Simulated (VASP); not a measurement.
Write the native input for VASP 6.6.1 that does the following.

```yaml
Task: electric field gradients
Functional: LDA
Potentials_or_basis: VASP PAW LDA potentials, release 64 (Hg)
Cutoff: 520 eV
k_mesh: 12 × 12 × 12
Occupations: fermi-dirac, width 0.03 eV
Spin: no spin polarisation
Dipole_correction: no
Further_INCAR_settings: ALGO = Normal; EDIFF = 1e-08; NBANDS = 12
```

The structure of Hg lies in POSCAR:

```
Hg
1.0
    1.7639306470      1.0184058339      2.2778150453
   -1.7639306470      1.0184058339      2.2778150453
    0.0000000000     -2.0368116678      2.2778150453
Hg
1
Direct
    0.0000000000      0.0000000000      0.0000000000
```

These files were run (other wordings do the same):

INCAR

```
SYSTEM = Hg
PREC     = Accurate       ! precision mode
ENCUT    = 520            ! plane-wave cutoff, eV
EDIFF    = 1E-8           ! SCF threshold, eV
ISMEAR   = -1             ! smearing method
SIGMA    = 0.03           ! smearing width, eV
LREAL    = .False.        ! projectors in reciprocal space
LASPH    = .True.         ! aspherical terms in the spheres
NELM     = 60             ! most SCF steps
ALGO     = Normal         ! electronic algorithm
ISIF     = 2              ! what is computed and relaxed
LWAVE    = .False.        ! write WAVECAR
LCHARG   = .False.        ! write CHGCAR
LEFG     = .True.       
NBANDS   = 12             ! bands
```

KPOINTS

```
Automatic mesh
0
Gamma
  12 12 12
  0 0 0
```

Potentials or basis: VASP PAW LDA potentials, release 64 (Hg).

Run with:

```bash
$ cat potpaw_LDA.64/Hg/POTCAR > POTCAR
$ mpirun -np 1 vasp_std > vasp.out
```

It gave:

```
Pressure                                : -3.2 GPa
Band gap on the k mesh                  : zero (bands 6 and 7 overlap by 2.77 eV)
Largest electric field gradient by atom : Hg -128.3 V/Å²
```

Caveat: the cell stands under tension; without QUAD_EFG the Cq values of the log hold for a quadrupole moment of 1 mb, not for the nuclei; spin-orbit coupling is left out, which moves the levels of the heavy elements.

Run time: 18 s on 1 thread of AMD EPYC 9R45 96-Core Processor (Zen 5), with other jobs on the host, peak memory 0.14 GiB.
